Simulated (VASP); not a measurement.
Input of a VASP 6.6.1 run:

POSCAR

```
PbF2
1.0
    0.0000000000      2.9518651652      2.9518651652
    2.9518651652      0.0000000000      2.9518651652
    2.9518651652      2.9518651652      0.0000000000
Pb F
1 2
Direct
    0.0000000000      0.0000000000      0.0000000000
    0.7500000000      0.7500000000      0.7500000000
    0.2500000000      0.2500000000      0.2500000000
```

File INCAR.step1:

```
ALGO = Normal
EDIFF = 1E-5
ENCUT = 660
GGA = PE
GGA_COMPAT = F
ISMEAR = -1
LASPH = T
LCHARG = F
LREAL = F
LWAVE = T
NBANDS = 21
NELM = 120
PREC = Accurate
SIGMA = 0.05
```

File INCAR.step2:

```
ALGO = Normal
EDIFF = 1E-6
ENCUT = 660
GGA_COMPAT = F
ISIF = 2
ISMEAR = -1
ISTART = 1
IVDW = 12
LASPH = T
LCHARG = F
LMIXTAU = T
LREAL = F
LWAVE = F
METAGGA = R2SCAN
NBANDS = 21
NELM = 120
PREC = Accurate
SIGMA = 0.05
VDW_A1 = 0.49484001
VDW_A2 = 5.73083694
VDW_S6 = 1.0
VDW_S8 = 0.78981345
```

The input KPOINTS:

```
k-points
0
Gamma
  8 8 8
```

Potentials or basis: VASP PAW PBE potentials, release 64 (Pb_d, F).

Launch:

```sh
$ cat potpaw_PBE.64/Pb_d/POTCAR potpaw_PBE.64/F/POTCAR > POTCAR
$ cp INCAR.step1 INCAR
$ mpirun -np 1 vasp_std > vasp.out
$ cp INCAR.step2 INCAR
$ mpirun -np 1 vasp_std > vasp.out
```

(1) Predict the dispersion energy per atom.

(2) What does it give for the pressure?

(3) Predict the band gap on the k mesh.

## Answers

(1) -0.073 eV.

(2) -0.2 GPa.

(3) 4.93 eV (least direct gap 5.08 eV).

Caveat: the PAW data sets were made with another functional, which shifts forces and pressure a little; spin-orbit coupling is left out, which moves the levels of the heavy elements.
